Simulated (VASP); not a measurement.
# Er (Fm-3m) in VASP: notebook

Er is run at these levels: PBE, r2SCAN; tasks: single point.

All numbers are computed with VASP 6.6.1; they aren't measurements. Logs are shortened: lines on timing, memory, paths and dates and some standing lists are left out, and cuts for length are marked.

### Step 1. The cell of the first run

Symmetry: Fm-3m, No. 225, cubic system. The conventional cell has a = 4.969 Å, b = 4.969 Å, c = 4.969 Å, α = 90.00°, β = 90.00°, γ = 90.00°. Er (site symmetry m-3m) has 12 Er at 3.51 Å within 4.6 Å.

### Step 2. Single point, PBE, collinear spin, ferromagnetic start

The input, INCAR:

```
  PREC = Accurate
  ENCUT = 520
  EDIFF = 1E-6
  ISMEAR = 0
  SIGMA = 0.05
  LREAL = F
  LASPH = T
  NELM = 150
  ALGO = Normal
  ISIF = 2
  LWAVE = F
  LCHARG = F
  ISPIN = 2
  MAGMOM = 3
  LORBIT = 11
  LMAXMIX = 6
  GGA = PE
  NBANDS = 21
```

The input, KPOINTS:

```
regular mesh
0
Gamma
  8 8 8
```

The input, POSCAR:

```
Er
1.0
    0.0000000000      2.4845068499      2.4845068499
    2.4845068499      0.0000000000      2.4845068499
    2.4845068499      2.4845068499      0.0000000000
Er
1
Direct
    0.0000000000      0.0000000000      0.0000000000
```

Potentials or basis: VASP PAW PBE potentials, release 64 (Er).

Launch:

```
> cat potpaw_PBE.64/Er/POTCAR > POTCAR
> mpirun -np 1 vasp_std > vasp.out
```

OUTCAR:

```text
PREC = Accurate
   ENCUT = 520
   EDIFF = 1E-6
   ISMEAR = 0
   LREAL = F
   LASPH = T
   NELM = 150
   ISIF = 2
   ISPIN = 2
   LORBIT = 11
   GGA = PE

 ion  position               nearest neighbor table
   1  0.000  0.000  0.000-

  LATTYP: Found a face centered cubic cell.
 ALAT       =     4.9690136998

  Lattice vectors:

 A1 = (   0.0000000000,   2.4845068499,   2.4845068499)
 A2 = (   2.4845068499,   0.0000000000,   2.4845068499)
 A3 = (   2.4845068499,   2.4845068499,   0.0000000000)

Analysis of symmetry for initial positions (statically):
=====================================================================
 Subroutine PRICEL returns:
 Original cell was already a primitive cell.

 Routine SETGRP: Setting up the symmetry group for a
 face centered cubic supercell.

 Subroutine GETGRP returns: Found 48 space group operations
 (whereof 48 operations were pure point group operations)
 out of a pool of 48 trial point group operations.

The static configuration has the point symmetry O_h .

Analysis of symmetry for dynamics (positions and initial velocities):
=====================================================================
 Subroutine PRICEL returns:
 Original cell was already a primitive cell.

 Routine SETGRP: Setting up the symmetry group for a
 face centered cubic supercell.

 Subroutine GETGRP returns: Found 48 space group operations
 (whereof 48 operations were pure point group operations)
 out of a pool of 48 trial point group operations.

The dynamic configuration has the point symmetry O_h .

Analysis of structural, dynamic, and magnetic symmetry:
=====================================================================
 Subroutine PRICEL returns:
 Original cell was already a primitive cell.

 Routine SETGRP: Setting up the symmetry group for a
 face centered cubic supercell.

 Subroutine GETGRP returns: Found 48 space group operations
 (whereof 48 operations were pure point group operations)
 out of a pool of 48 trial point group operations.

The overall configuration has the point symmetry O_h .

 Subroutine INISYM returns: Found 48 space group operations
 (whereof 48 operations are pure point group operations),
 and found     1 'primitive' translations

----------------------------------------------------------------------------------------

                                     Primitive cell

  volume of cell :      30.6726

  direct lattice vectors                    reciprocal lattice vectors
     0.000000000  2.484506850  2.484506850    -0.201247181  0.201247181  0.201247181
     2.484506850  0.000000000  2.484506850     0.201247181 -0.201247181  0.201247181
     2.484506850  2.484506850  0.000000000     0.201247181  0.201247181 -0.201247181

  length of vectors
     3.513623283  3.513623283  3.513623283     0.348570343  0.348570343  0.348570343

  position of ions in fractional coordinates (direct lattice)
     0.000000000  0.000000000  0.000000000

  ion indices of the primitive-cell ions
   primitive index   ion index
                 1           1

----------------------------------------------------------------------------------------

 KPOINTS: regular mesh

Automatic generation of k-mesh.
 Grid dimensions read from file:
 generate k-points for:    8    8    8

 Generating k-lattice:

  Cartesian coordinates                     Fractional coordinates (reciprocal lattice)
    -0.025155898  0.025155898  0.025155898     0.125000000  0.000000000  0.000000000
     0.025155898 -0.025155898  0.025155898     0.000000000  0.125000000  0.000000000
     0.025155898  0.025155898 -0.025155898     0.000000000  0.000000000  0.125000000

  Length of vectors
     0.043571293  0.043571293  0.043571293

  Shift w.r.t. Gamma in fractional coordinates (k-lattice)
     0.000000000  0.000000000  0.000000000

 Subroutine IBZKPT returns following result:
 ===========================================

 Found     29 irreducible k-points:

 Following reciprocal coordinates:
            Coordinates               Weight
  0.000000  0.000000  0.000000      1.000000
  0.125000  0.000000  0.000000      8.000000
  0.250000  0.000000  0.000000      8.000000
  0.375000  0.000000  0.000000      8.000000
  0.500000  0.000000  0.000000      4.000000
  0.125000  0.125000  0.000000      6.000000
[... 16 lines left out ...]
  0.500000  0.250000  0.125000     48.000000
 -0.375000  0.250000  0.125000     24.000000
 [... further k-points ...]
   k-points           NKPTS =     29   k-points in BZ     NKDIM =     29   number of bands    NBANDS=     21
   number of dos      NEDOS =    301   number of ions     NIONS =      1
   total plane-waves  NPLWV =  21952
   dimension x,y,z NGX =    28 NGY =   28 NGZ =   28
   dimension x,y,z NGXF=    56 NGYF=   56 NGZF=   56
   ions per type =               1
   NGX,Y,Z   is equivalent  to a cutoff of  13.25, 13.25, 13.25 a.u.
   NGXF,Y,Z  is equivalent  to a cutoff of  26.50, 26.50, 26.50 a.u.
 SYSTEM =  unknown system
   PREC   = accura    normal or accurate (medium, high low for compatibility)
   ISTART =      0    job   : 0-new  1-cont  2-samecut
   ICHARG =      2    charge: 1-file 2-atom 10-const
   ISPIN  =      2    spin polarized calculation?
   LNONCOLLINEAR =      F non collinear calculations
   LSORBIT =      F    spin-orbit coupling
   LASPH  =      T    aspherical Exc in radial PAW
   ENCUT  =  520.0 eV  38.22 Ry    6.18 a.u.   6.53  6.53  6.53*2*pi/ulx,y,z
   NELM   =    150;   NELMIN=  2; NELMDL= -5     # of ELM steps
   EDIFF  = 0.1E-05   stopping-criterion for ELM
   LREAL  =      F    real-space projection
   EDIFFG = 0.1E-04   stopping-criterion for IOM
   NSW    =      0    number of steps for IOM
   IBRION =     -1    ionic relax: 0-MD 1-quasi-New 2-CG
   NFREE  =      0    steps in history (QN), initial steepest desc. (CG)
   ISIF   =      2    stress and relaxation
   ISYM   =      2    0-nonsym 1-usesym 2-fastsym
   POTIM  = 0.5000    time-step for ionic-motion
   TEBEG  =    0.0;   TEEND  =   0.0 temperature during run
   PSTRESS=    0.0 pullay stress
   NELECT =      22.0000    total number of electrons
   NUPDOWN=      -1.0000    fix difference up-down
   EMIN   =  10.00;   EMAX   =-10.00  energy-range for DOS
   EFERMI =   0.00;   METHOD = LEGACY
   ISMEAR =     0;   SIGMA  =   0.05  broadening in eV -4-tet -1-fermi 0-gaus
   EFERMI_NEDOS =   21; number of points for ismear=-14 and -15
   IALGO  =     38    algorithm
   IMIX   =      4    mixing-type and parameters
     AMIX     =   0.40;   BMIX     =  1.00
     AMIX_MAG =   1.60;   BMIX_MAG =  1.00
  volume/ion in A,a.u.               =      30.67       206.99
  Fermi-wavevector in a.u.,A,eV,Ry     =   1.465432  2.769264 29.218369  2.147490
  Thomas-Fermi vector in A             =   2.581289
   LORBIT       =     11    0 simple, 1 ext, 2 COOP (PROOUT), +10 PAW based schemes
   GGA     = PE    functional components
   LHFCALC =     F    Hartree Fock is set to
   AEXX    =    0.0000 exact exchange contribution
   IVDW    =     0    specifies the selected vdW correction
   LEPSILON=     F    determine dielectric tensor
   LRPA    =     F    only Hartree local field effects (RPA)
 spin polarized calculation
 Gauss-broadening in eV      SIGMA  =   0.05
  energy-cutoff  :      520.00
  volume of cell :       30.67
 maximum number of plane-waves:       869
 NGX is ok and might be reduce to    28
   NGX = 13   NGY = 13   NGZ = 13

 number of electron      21.9999992 magnetization       2.2209155

 Free energy of the ion-electron system (eV)
  ---------------------------------------------------
  ext. energy  EPLUGINS =         0.00000000
  ---------------------------------------------------
  free energy    TOTEN  =        -4.98087104 eV

  energy without entropy =       -4.96737636  energy(sigma->0) =       -4.97412370

 E-fermi :   2.5100     XC(G=0): -10.1877

 val. band max:        2.5078103136   @ k =  -0.3750   0.2500   0.0000
 cond. band min:       2.5187339406   @ k =   0.3750   0.1250   0.0000
 fundamental gap:      0.0109236270
 Fermi energy:         2.5100151381

 spin component 1

 k-point     1 :       0.0000    0.0000    0.0000
  band No.  band energies     occupation
      1     -46.8701      1.00000
      2     -20.6446      1.00000
      3     -20.6446      1.00000
      4     -20.6446      1.00000
      5      -2.6841      1.00000
      6      -0.3920      1.00000
[... 13 lines left out ...]
     20      16.0313      0.00000
     21      16.0313      0.00000

 k-point     2 :       0.1250    0.0000    0.0000
  band No.  band energies     occupation
      1     -46.8634      1.00000
      2     -20.7446      1.00000
      3     -20.6572      1.00000
      4     -20.6572      1.00000
      5      -2.2544      1.00000
      6      -0.3813      1.00000
[... 520 lines left out ...]
 k-point    24 :      -0.3750    0.2500    0.1250
  band No.  band energies     occupation
      1     -46.8163      1.00000
      2     -21.2015      1.00000
      3     -20.9006      1.00000
      4     -20.7837      1.00000
      5      -0.2619      1.00000
      6       0.1615      1.00000
[... 13 lines left out ...]
     20      15.4399      0.00000
     21      16.5678      0.00000

 [... further k-points ...]

 spin component 2

 k-point     1 :       0.0000    0.0000    0.0000
  band No.  band energies     occupation
      1     -45.8332      1.00000
      2     -19.9238      1.00000
      3     -19.9238      1.00000
      4     -19.9238      1.00000
      5      -2.8183      1.00000
      6       1.9150      1.00000
[... 13 lines left out ...]
     20      15.9519      0.00000
     21      15.9519      0.00000

 k-point     2 :       0.1250    0.0000    0.0000
  band No.  band energies     occupation
      1     -45.8257      1.00000
      2     -20.0345      1.00000
      3     -19.9375      1.00000
      4     -19.9374      1.00000
      5      -2.3805      1.00000
      6       1.8836      1.00000
[... 520 lines left out ...]
 k-point    24 :      -0.3750    0.2500    0.1250
  band No.  band energies     occupation
      1     -45.7735      1.00000
      2     -20.5355      1.00000
      3     -20.2045      1.00000
      4     -20.0755      1.00000
      5       1.4443      1.00000
      6       1.7630      1.00000
[... 13 lines left out ...]
     20      15.5945      0.00000
     21      16.5714      0.00000

 [... further k-points ...]

------------------------ aborting loop because EDIFF is reached ----------------------------------------

  FORCE on cell =-STRESS in cart. coord.  units (eV):
  Direction    XX          YY          ZZ          XY          YZ          ZX
  --------------------------------------------------------------------------------------
  -------------------------------------------------------------------------------------
  Total        0.4620372      0.4620372      0.4620372     -0.0000000      0.0000000      0.0000000
  in kB       24.1344226     24.1344226     24.1344226     -0.0000000      0.0000000      0.0000000
  external PRESSURE =      24.1344226 kB  Pullay stress =       0.0000000 kB

 VOLUME and BASIS-vectors are now :
 -----------------------------------------------------------------------------
  energy-cutoff  :      520.00
  volume of cell :       30.67
      direct lattice vectors                 reciprocal lattice vectors
     0.000000000  2.484506850  2.484506850    -0.201247181  0.201247181  0.201247181
     2.484506850  0.000000000  2.484506850     0.201247181 -0.201247181  0.201247181
     2.484506850  2.484506850  0.000000000     0.201247181  0.201247181 -0.201247181

 POSITION                                       TOTAL-FORCE (eV/Angst)
 -----------------------------------------------------------------------------------
      0.00000      0.00000      0.00000         0.000000     -0.000000     -0.000000
 -----------------------------------------------------------------------------------
    total drift:                               -0.000000     -0.000000     -0.000000

  FREE ENERGIE OF THE ION-ELECTRON SYSTEM (eV)
  ---------------------------------------------------
  free  energy   TOTEN  =        -4.9808710444 eV

  energy  without entropy=       -4.9673763573  energy(sigma->0) =       -4.97412370

 total charge

# of ion       s       p       d       f       tot
--------------------------------------------------
    1        2.142   5.751   0.406  11.363  19.661

 magnetization (x)

# of ion       s       p       d       f       tot
--------------------------------------------------
    1        0.003  -0.032  -0.040   2.426   2.357
```

It took 93 s on 1 thread of Intel Xeon Platinum 8259CL at 2.50GHz (Skylake/Cascade Lake), shared host; peak memory 0.2 GiB.

Results:

| Property | Result |
| --- | --- |
| Free energy | -4.9809 eV |
| Pressure | 2.4 GPa |
| Net moment | 2.22 μB per cell |
| Site moments | Er +2.36 μB |
| Valence electrons inside the program's atomic spheres | Er 19.66 |

Caveat: the magnetic or orbital state may not be the lowest; spin-orbit coupling is left out, which moves the levels of the heavy elements.

(Part 1 of 2 ends here.)
